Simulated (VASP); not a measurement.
Input of a VASP 6.6.1 run:

INCAR

```
  PREC = Accurate
  ENCUT = 520
  EDIFF = 1E-6
  ISMEAR = -1
  SIGMA = 0.293
  LREAL = Auto
  LASPH = True
  NELM = 100
  ALGO = Normal
  ISIF = 2
  LWAVE = False
  LCHARG = False
  GGA = PE
  ISYM = 0
  NBANDS = 87
```

The input KPOINTS:

```
regular mesh
0
Gamma
  1 1 1
```

File POSCAR:

```
TiO2
1.0
    5.9678230000     -0.0646880000     -0.1248110000
   -0.0646880000      6.0763150000     -0.0548890000
   -0.1248110000     -0.0548890000      5.9604060000
Ti O
6 12
Direct
   -0.0981405709      0.2436609933      1.0342958660
    0.5079228122      0.8778099912      0.6475524430
    0.9722073506      0.7498840152      0.8021159222
    0.5866923662      0.5167137127      0.2098294244
    0.0857298472      0.2350151008      0.5698608068
    0.4164369177     -0.0242572084      0.1169285203
   -0.1325158290      0.8297198632      0.5501363599
    0.4635113190      0.2834228093      0.0974630094
    0.0677143892      0.0417331362      0.7558777356
   -0.1091133242      0.4136913978      0.3321351874
    0.5175583573      0.7692306527      0.2600145489
    0.0420468754      0.4665156973      0.7453296793
    0.7176351479      1.0050407099      0.8910630316
    1.0653901600      0.0350250488      0.1543710112
    0.4675351590      0.5886444718      0.5621767439
    0.3537528000      1.0230383948      0.4570493680
    0.3163681179      0.7694034627      0.8733185303
    0.7665286969      0.6082997591     -0.0025006386
```

Potentials or basis: VASP PAW PBE potentials, release 64 (Ti_sv, O).

Launch:

```bash
$ cat potpaw_PBE.64/Ti_sv/POTCAR potpaw_PBE.64/O/POTCAR > POTCAR
$ mpirun -np 1 vasp_gam > vasp.out
```

(1) What does it give for the band gap on the k mesh?

(2) What does it give for the pressure?

(3) Estimate the largest force.

Results:

(1) 1.68 eV.

(2) 18.7 GPa.

(3) 7.459 eV/Å.

Caveat: the k points lie up to 1.05 Å⁻¹ apart.
